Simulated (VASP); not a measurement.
Runs of VASP 6.6.1 on Mo3Pt. The structure is that of space group Pm-3m (No. 221), or close to it. The cells are those of the table. 

```csv
cell,gap on the mesh (eV),pressure (GPa)
"a = 3.947 Å, 4 atoms",none,(b)
"a = 3.920 Å, 4 atoms",none,(a)
"a = 4.052 Å, 4 atoms",none,-25.7
"a = 4.000 Å, 4 atoms",none,-18.1
"a = 3.974 Å, 4 atoms",none,-13.6
"a = 4.026 Å, 4 atoms",none,-22.1
"a = 3.893 Å, 4 atoms",none,3.5
```

Alike in all rows: task single point; level LDA; potentials or basis VASP PAW LDA potentials, release 64 (Mo_sv, Pt); no spin polarisation; k mesh 6 × 6 × 6; cutoff (eV) 520; smearing fermi-dirac 0.1 eV.

**Question.** Estimate the missing entries.

**Answer.** (a) -2.9; (b) -8.6.

Caveats: spin-orbit coupling is left out, which moves the levels of the heavy elements.

A k mesh can miss the band edges, and the runs leave out spin-orbit coupling on Mo, Pt.

A gap of «none» marks levels without a gap at the run's occupations.
